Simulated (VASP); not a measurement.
A run of VASP 6.6.1:

Contents of INCAR:

```
  PREC = Accurate
  ENCUT = 520
  EDIFF = 1E-6
  ISMEAR = -1
  SIGMA = 0.01
  LREAL = Auto
  LASPH = T
  NELM = 100
  ALGO = Normal
  ISIF = 2
  LWAVE = F
  LCHARG = F
  GGA = PE
  NELECT = 270.0
  NBANDS = 156
```

File KPOINTS:

```
Automatic mesh
0
Gamma
  1 1 1
  0.25 0.25 0.25
```

The input POSCAR:

```
NaGa12O18
1.0
    0.0000000000      9.2496621800      0.0000000000
   -1.3977182400      0.0000000000      5.7085775500
    6.2279771500     -1.5416103600      0.0067278600
Ga O Na
12 18 1
Direct
    0.1189832783      0.6570746272      0.6800876255
    0.2309064793      0.3049940413      0.3109254719
    0.3071415945      0.1965995057      0.8137023616
    0.0249809687      0.7930243853      0.1191757179
    0.4430190362      0.6862140145      0.6755613810
    0.5546855141      0.3073377705      0.3153310554
    0.6313757770      0.2046305295      0.8116627120
    0.3668978264      0.7868796199      0.1839614966
    0.7694896153      0.6816954679      0.6885630898
    0.8828058474      0.3517779608      0.3086018824
    0.9777012218      0.2156776055      0.8675363434
    0.6846456643      0.7964253765      0.1706300858
    0.1804901933      0.7190920822     -0.0019198658
    0.1775460505      0.2637470790      0.9939781335
    0.2735139771      0.4219583513      0.6376513254
    0.0432935755      0.5962959836      0.3429225447
    0.0493427710      0.1175325399      0.2650740899
    0.2721509257      0.8849830855      0.6606002080
    0.4951604418      0.7372670389     -0.0020907932
    0.4993499297      0.2544975977      0.9916566464
    0.6066046002      0.4344382275      0.6472618858
    0.3937776822      0.5562319253      0.3463089950
    0.3941139824      0.0994254824      0.3296625470
    0.6072706401      0.8913090722      0.6675287734
    0.8228723283      0.7270932660      0.0060502020
    0.8210944428      0.2678385430      0.9927237477
    0.9513498354      0.4072150565      0.6498753632
    0.7260036428      0.5788228976      0.3565177373
    0.7259972685      0.1099181485      0.3260658400
    0.9552291970      0.8801767678      0.7539787012
    0.9508713023      0.9745610466      0.4683046647
```

Potentials or basis: VASP PAW PBE potentials, release 64 (Ga_d, O, Na_pv).

Run with:

```sh
$ cat potpaw_PBE.64/Ga_d/POTCAR potpaw_PBE.64/O/POTCAR potpaw_PBE.64/Na_pv/POTCAR > POTCAR
$ mpirun -np 1 vasp_std > vasp.out
```

Hardware: 1 thread of Intel(R) Xeon(R) 6975P-C (Granite Rapids), on a shared host.

Task: How long does it take, and how much memory?

Result: Run time: 86 s on 1 thread of Intel(R) Xeon(R) 6975P-C (Granite Rapids), with other jobs on the host, peak memory 0.39 GiB. Counts: scf iterations 18, k points 1.
